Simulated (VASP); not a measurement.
# KCl in VASP: a series of runs

The runs below take KCl through electric field gradients, with PBEsol.

All numbers are computed with VASP 6.6.1; they aren't measurements. Logs are shortened: lines on timing, memory, paths and dates and some standing lists are left out, and cuts for length are marked.

### Step 1. The cell of the first run

Symmetry: P4/mmm, No. 123, tetragonal system. The conventional cell has a = 3.743 Å, b = 3.743 Å, c = 3.634 Å, α = 90.00°, β = 90.00°, γ = 90.00°. Within 4.2 Å of K (site symmetry 4/mmm) lie 8 Cl at 3.21 Å and 6 K at 3.63 to 3.74 Å. Cl (site symmetry 4/mmm) has 8 K at 3.21 Å and 6 Cl at 3.63 to 3.74 Å within 4.2 Å.

### Step 2. Electric field gradients, PBEsol (equal xx and yy strain of +3 %)

The input, INCAR:

```
PREC     = Accurate       # precision mode
ENCUT    = 400            # plane-wave cutoff, eV
EDIFF    = 1E-8           # SCF threshold, eV
ISMEAR   = -1             # smearing method
SIGMA    = 0.02           # smearing width, eV
LREAL    = False          # projectors in reciprocal space
LASPH    = True           # aspherical terms in the spheres
NELM     = 120            # most SCF steps
ALGO     = Normal         # electronic algorithm
ISIF     = 2              # what is computed and relaxed
LWAVE    = False          # write WAVECAR
LCHARG   = False          # write CHGCAR
GGA      = PS             # functional
LEFG     = True         
NBANDS   = 15             # bands
GGA_COMPAT= False
```

The input, KPOINTS:

```
Automatic mesh
0
Gamma
  7 7 7
```

The input, POSCAR:

```
KCl
1.0
    3.7430200000      0.0000000000      0.0000000000
    0.0000000000      3.7430200000      0.0000000000
    0.0000000000      0.0000000000      3.6340000000
K Cl
1 1
Direct
    0.0000000000      0.0000000000      0.0000000000
    0.5000000000      0.5000000000      0.5000000000
```

Potentials or basis: VASP PAW PBE potentials, release 64 (K_sv, Cl).

On the command line:

```bash
cat potpaw_PBE.64/K_sv/POTCAR potpaw_PBE.64/Cl/POTCAR > POTCAR
mpirun -np 1 vasp_std > vasp.out
```

OUTCAR:

```text
PREC = Accurate
   ENCUT = 400
   EDIFF = 1E-8
   ISMEAR = -1
   LREAL = False
   LASPH = True
   NELM = 120
   ISIF = 2
   GGA = PS

 ion  position               nearest neighbor table
   1  0.000  0.000  0.000-   2 3.21   2 3.21   2 3.21   2 3.21   2 3.21   2 3.21   2 3.21   2 3.21

   2  0.500  0.500  0.500-   1 3.21   1 3.21   1 3.21   1 3.21   1 3.21   1 3.21   1 3.21   1 3.21

  LATTYP: Found a simple tetragonal cell.
 ALAT       =     3.7430200000
 C/A-ratio  =     0.9708737864

  Lattice vectors:

 A1 = (   3.7430200000,   0.0000000000,   0.0000000000)
 A2 = (   0.0000000000,   3.7430200000,   0.0000000000)
 A3 = (   0.0000000000,   0.0000000000,   3.6340000000)

Analysis of symmetry for initial positions (statically):
=====================================================================
 Subroutine PRICEL returns:
 Original cell was already a primitive cell.

 Routine SETGRP: Setting up the symmetry group for a
 simple tetragonal supercell.

 Subroutine GETGRP returns: Found 16 space group operations
 (whereof 16 operations were pure point group operations)
 out of a pool of 16 trial point group operations.

The static configuration has the point symmetry D_4h.

Analysis of symmetry for dynamics (positions and initial velocities):
=====================================================================
 Subroutine PRICEL returns:
 Original cell was already a primitive cell.

 Routine SETGRP: Setting up the symmetry group for a
 simple tetragonal supercell.

 Subroutine GETGRP returns: Found 16 space group operations
 (whereof 16 operations were pure point group operations)
 out of a pool of 16 trial point group operations.

The dynamic configuration has the point symmetry D_4h.

 Subroutine INISYM returns: Found 16 space group operations
 (whereof 16 operations are pure point group operations),
 and found     1 'primitive' translations

----------------------------------------------------------------------------------------

                                     Primitive cell

  volume of cell :      50.9131

  direct lattice vectors                    reciprocal lattice vectors
     3.743020000  0.000000000  0.000000000     0.267163948  0.000000000  0.000000000
     0.000000000  3.743020000  0.000000000     0.000000000  0.267163948  0.000000000
     0.000000000  0.000000000  3.634000000     0.000000000  0.000000000  0.275178866

  length of vectors
     3.743020000  3.743020000  3.634000000     0.267163948  0.267163948  0.275178866

  position of ions in fractional coordinates (direct lattice)
     0.000000000  0.000000000  0.000000000
     0.500000000  0.500000000  0.500000000

  ion indices of the primitive-cell ions
   primitive index   ion index
                 1           1
                 2           2

----------------------------------------------------------------------------------------

 KPOINTS: Automatic mesh

Automatic generation of k-mesh.
 Grid dimensions read from file:
 generate k-points for:    7    7    7

 Generating k-lattice:

  Cartesian coordinates                     Fractional coordinates (reciprocal lattice)
     0.038166278  0.000000000  0.000000000     0.142857143  0.000000000  0.000000000
     0.000000000  0.038166278  0.000000000     0.000000000  0.142857143  0.000000000
     0.000000000  0.000000000  0.039311267     0.000000000  0.000000000  0.142857143

  Length of vectors
     0.038166278  0.038166278  0.039311267

  Shift w.r.t. Gamma in fractional coordinates (k-lattice)
     0.000000000  0.000000000  0.000000000

 Subroutine IBZKPT returns following result:
 ===========================================

 Found     40 irreducible k-points:

 Following reciprocal coordinates:
            Coordinates               Weight
  0.000000  0.000000  0.000000      1.000000
  0.142857  0.000000  0.000000      4.000000
  0.285714  0.000000  0.000000      4.000000
  0.428571  0.000000  0.000000      4.000000
  0.142857  0.142857  0.000000      4.000000
  0.285714  0.142857  0.000000      8.000000
[... 16 lines left out ...]
  0.285714  0.000000  0.285714      8.000000
  0.428571  0.000000  0.285714      8.000000
 [... further k-points ...]
   k-points           NKPTS =     40   k-points in BZ     NKDIM =     40   number of bands    NBANDS=     15
   number of dos      NEDOS =    301   number of ions     NIONS =      2
   total plane-waves  NPLWV =  13824
   dimension x,y,z NGX =    24 NGY =   24 NGZ =   24
   dimension x,y,z NGXF=    48 NGYF=   48 NGZF=   48
   ions per type =               1   1
   NGX,Y,Z   is equivalent  to a cutoff of  10.66, 10.66, 10.98 a.u.
   NGXF,Y,Z  is equivalent  to a cutoff of  21.32, 21.32, 21.96 a.u.
 SYSTEM =  unknown system
   PREC   = accura    normal or accurate (medium, high low for compatibility)
   ISTART =      0    job   : 0-new  1-cont  2-samecut
   ICHARG =      2    charge: 1-file 2-atom 10-const
   ISPIN  =      1    spin polarized calculation?
   LNONCOLLINEAR =      F non collinear calculations
   LSORBIT =      F    spin-orbit coupling
   LASPH  =      T    aspherical Exc in radial PAW
   ENCUT  =  400.0 eV  29.40 Ry    5.42 a.u.   6.10  6.10  5.93*2*pi/ulx,y,z
   NELM   =    120;   NELMIN=  2; NELMDL= -5     # of ELM steps
   EDIFF  = 0.1E-07   stopping-criterion for ELM
   LREAL  =      F    real-space projection
   EDIFFG = 0.1E-06   stopping-criterion for IOM
   NSW    =      0    number of steps for IOM
   IBRION =     -1    ionic relax: 0-MD 1-quasi-New 2-CG
   NFREE  =      0    steps in history (QN), initial steepest desc. (CG)
   ISIF   =      2    stress and relaxation
   ISYM   =      2    0-nonsym 1-usesym 2-fastsym
   POTIM  = 0.5000    time-step for ionic-motion
   TEBEG  =    0.0;   TEEND  =   0.0 temperature during run
   PSTRESS=    0.0 pullay stress
   NELECT =      16.0000    total number of electrons
   NUPDOWN=      -1.0000    fix difference up-down
   EMIN   =  10.00;   EMAX   =-10.00  energy-range for DOS
   EFERMI =   0.00;   METHOD = LEGACY
   ISMEAR =    -1;   SIGMA  =   0.02  broadening in eV -4-tet -1-fermi 0-gaus
   EFERMI_NEDOS =   21; number of points for ismear=-14 and -15
   IALGO  =     38    algorithm
   IMIX   =      4    mixing-type and parameters
     AMIX     =   0.40;   BMIX     =  1.00
     AMIX_MAG =   1.60;   BMIX_MAG =  1.00
  volume/ion in A,a.u.               =      25.46       171.79
  Fermi-wavevector in a.u.,A,eV,Ry     =   1.113025  2.103313 16.855246  1.238826
  Thomas-Fermi vector in A             =   2.249606
   LORBIT       =      0    0 simple, 1 ext, 2 COOP (PROOUT), +10 PAW based schemes
   GGA     = PS    functional components
   LHFCALC =     F    Hartree Fock is set to
   AEXX    =    0.0000 exact exchange contribution
   IVDW    =     0    specifies the selected vdW correction
   LEPSILON=     F    determine dielectric tensor
   LRPA    =     F    only Hartree local field effects (RPA)
 non-spin polarized calculation
  energy-cutoff  :      400.00
  volume of cell :       50.91
 maximum number of plane-waves:       939
   NGX = 13   NGY = 13   NGZ = 11

 number of electron      15.9999997 magnetization

 Free energy of the ion-electron system (eV)
  ---------------------------------------------------
  ext. energy  EPLUGINS =         0.00000000
  ---------------------------------------------------
  free energy    TOTEN  =        -6.90891262 eV

  energy without entropy =       -6.90891262  energy(sigma->0) =       -6.90891262

 E-fermi :   0.1619     XC(G=0):  -8.7515

 val. band max:       -0.2728468362   @ k =   0.4286   0.4286   0.0000
 cond. band min:       4.7073739648   @ k =   0.0000   0.0000   0.0000
 fundamental gap:      4.9802208010
 Fermi energy:         0.1619329585

 k-point     1 :       0.0000    0.0000    0.0000
  band No.  band energies     occupation
      1     -28.0816      2.00000
      2     -13.1171      2.00000
      3     -11.5159      2.00000
      4     -11.5159      2.00000
      5     -11.4901      2.00000
      6      -0.6361      2.00000
      7      -0.6361      2.00000
      8      -0.4548      2.00000
      9       4.7074      0.00000
     10       5.8939      0.00000
     11       6.0456      0.00000
     12      10.3856      0.00000
     13      10.6261      0.00000
     14      10.6261      0.00000
[... 401 lines left out ...]
      2     -13.0380      2.00000
      3     -11.7231      2.00000
      4     -11.5354      2.00000
      5     -11.4468      2.00000
      6      -1.9540      2.00000
      7      -1.3574      2.00000
      8      -0.5254      2.00000
      9       6.5676      0.00000
     10       7.2003      0.00000
     11       8.9985      0.00000
     12       9.3412      0.00000
     13       9.3902      0.00000
     14      10.5420      0.00000
     15      12.1650      0.00000

 [... further k-points ...]

------------------------ aborting loop because EDIFF is reached ----------------------------------------

  FORCE on cell =-STRESS in cart. coord.  units (eV):
  Direction    XX          YY          ZZ          XY          YZ          ZX
  --------------------------------------------------------------------------------------
  -------------------------------------------------------------------------------------
  Total        0.0636659      0.0636659      0.5124802      0.0000000      0.0000000      0.0000000
  in kB        2.0034942      2.0034942     16.1271798      0.0000000      0.0000000      0.0000000
  external PRESSURE =       6.7113894 kB  Pullay stress =       0.0000000 kB

 VOLUME and BASIS-vectors are now :
 -----------------------------------------------------------------------------
  energy-cutoff  :      400.00
  volume of cell :       50.91
      direct lattice vectors                 reciprocal lattice vectors
     3.743020000  0.000000000  0.000000000     0.267163948  0.000000000  0.000000000
     0.000000000  3.743020000  0.000000000     0.000000000  0.267163948  0.000000000
     0.000000000  0.000000000  3.634000000     0.000000000  0.000000000  0.275178866

 POSITION                                       TOTAL-FORCE (eV/Angst)
 -----------------------------------------------------------------------------------
      0.00000      0.00000      0.00000         0.000000      0.000000      0.000000
      1.87151      1.87151      1.81700         0.000000      0.000000      0.000000
 -----------------------------------------------------------------------------------
    total drift:                                0.000000      0.000000     -0.000000

  FREE ENERGIE OF THE ION-ELECTRON SYSTEM (eV)
  ---------------------------------------------------
  free  energy   TOTEN  =        -6.9089126186 eV

  energy  without entropy=       -6.9089126186  energy(sigma->0) =       -6.90891262

 Electric field gradients (V/A^2)
---------------------------------------------------------------------
 ion       V_xx      V_yy      V_zz      V_xy      V_xz      V_yz
---------------------------------------------------------------------
   1      -1.870    -1.870     3.740     0.000    -0.000     0.000
   2       3.762     3.762    -7.523    -0.000    -0.000    -0.000
---------------------------------------------------------------------

 Electric field gradients after diagonalization (V/A^2)
 (convention: |V_zz| > |V_xx| > |V_yy|)
----------------------------------------------------------------------
 ion       V_xx      V_yy      V_zz     asymmetry (V_yy - V_xx)/ V_zz
----------------------------------------------------------------------
   1      -1.870    -1.870     3.740       0.000
   2       3.762     3.762    -7.523       0.000
----------------------------------------------------------------------

           NMR quadrupolar parameters

 Cq : quadrupolar parameter    Cq=e*Q*V_zz/h
 eta: asymmetry parameters     (V_yy - V_xx)/ V_zz
 Q  : nuclear electric quadrupole moment in mb (millibarn)
----------------------------------------------------------------------
 ion       Cq(MHz)       eta       Q (mb)
----------------------------------------------------------------------
   1       0.009       0.000       1.000
   2      -0.018       0.000       1.000
----------------------------------------------------------------------
```

Wall time 27 s (1 thread of Intel Xeon 8259CL, shared host); peak memory 0.14 GiB.

What came out:

| Quantity | Value |
| --- | --- |
| Free energy | -6.9089 eV |
| Pressure | 0.7 GPa |
| Band gap on the k mesh | 4.98 eV (least direct gap 5.16 eV) |
| Largest electric field gradient by atom | K +3.7; Cl -7.5 V/Å² |

Levels at points of the mesh, in eV from the valence-band top:
```tsv
k point	band 4	band 5	band 6	band 7	band 8	band 9	band 10	band 11	band 12	band 13
(0.00, 0.00, 0.00)	-11.24	-11.22	-0.36	-0.36	-0.18	4.98	6.17	6.32	10.66	10.90
```

Electric field gradients, principal values (V/Å²):
| atom | least | middle | greatest (by size) |
| --- | --- | --- | --- |
| 1 K | -1.870 | -1.870 | 3.740 |
| 2 Cl | 3.762 | 3.762 | -7.523 |

Caveat: the cell differs from its parent crystal (equal xx and yy strain of +3 %); without QUAD_EFG the Cq values of the log hold for a quadrupole moment of 1 mb, not for the nuclei; the PAW data sets were made with another functional, which shifts forces and pressure a little. A k mesh can miss the band edges.

[end of part 1 of 2]
